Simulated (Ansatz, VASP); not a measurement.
## SnO in VASP and in Ansatz

Contents of INCAR:

```
SYSTEM = SnO
PREC = Accurate
ENCUT = 520
EDIFF = 1E-7
ISMEAR = 0
SIGMA = 0.15
LREAL = .FALSE.
LASPH = .TRUE.
NELM = 80
ALGO = Normal
ISIF = 2
LWAVE = .FALSE.
LCHARG = .FALSE.
NBANDS = 28
```

File KPOINTS:

```
Automatic mesh
0
G
  10 10 8
  0 0 0
```

The input POSCAR:

```
SnO
1.0
    3.7657594054      0.0000000000      0.0000000000
    0.0000000000      3.7657594054      0.0000000000
    0.0000000000      0.0000000000      4.4234000000
Sn O
2 2
Direct
    0.0000000000      0.5000000000      0.2455950842
    0.5000000000      0.0000000000      0.7544049158
    0.0000000000      0.0000000000      0.0000000000
    0.5000000000      0.5000000000      0.0000000000
```

Input for Ansatz:

```yaml
crystal:
  lattice:
    - [3.7657594054, 0.0, 0.0]
    - [0.0, 3.7657594054, 0.0]
    - [0.0, 0.0, 4.4234]
  atoms:
    - { symbol: Sn, position: [0.0, 0.5, 0.2455950842] }
    - { symbol: Sn, position: [0.5, 0.0, 0.7544049158] }
    - { symbol: O, position: [0.0, 0.0, 0.0] }
    - { symbol: O, position: [0.5, 0.5, 0.0] }
basis:
  ecutwfc: 520.0
kpoints:
  mp_grid: { grid: [10, 10, 8] }
hamiltonian:
  xc: lda
  pseudopotentials: { kind: paw, azcp: { folder: soft_1 } }
scf:
  occupations: { method: gaussian, width: 0.15 }
output:
  forces: true
  stress: true
  eigenvalues: true
```

Alike in both runs: task single point; functional LDA; k mesh 10 × 10 × 8; occupations gaussian, width 0.15 eV; no spin polarisation.

```csv
,VASP,Ansatz
version,VASP 6.6.1,Ansatz 0.2.0
potentials or method,"VASP PAW LDA potentials, release 64 (Sn_d, O), cutoff 520 eV","scalar-relativistic, plane waves, PAW"
valence electrons in the cell,40,40
```

|  | VASP | Ansatz | Ansatz less VASP |
| --- | --- | --- | --- |
| gap on the k mesh at the Fermi level (eV) | none | none | - |
| pressure (GPa) | 5.7 | 5.1 | -0.64 |
| traceless stress, the component that is largest in VASP (GPa) | 1.74 | 1.80 | +0.056 |
| rms of the force components (eV/Å) | 0.433 | 0.372 | -0.0614 |

Ansatz warns that its potentials were made for another functional, while VASP's fit it. LDA's correlation is that of Perdew and Zunger in VASP and of Perdew and Wang (1992) in Ansatz. Atom by atom the forces differ by 0.061 eV/Å (rms over components). A gap of «none» marks a metal or a gap that the smearing closes.
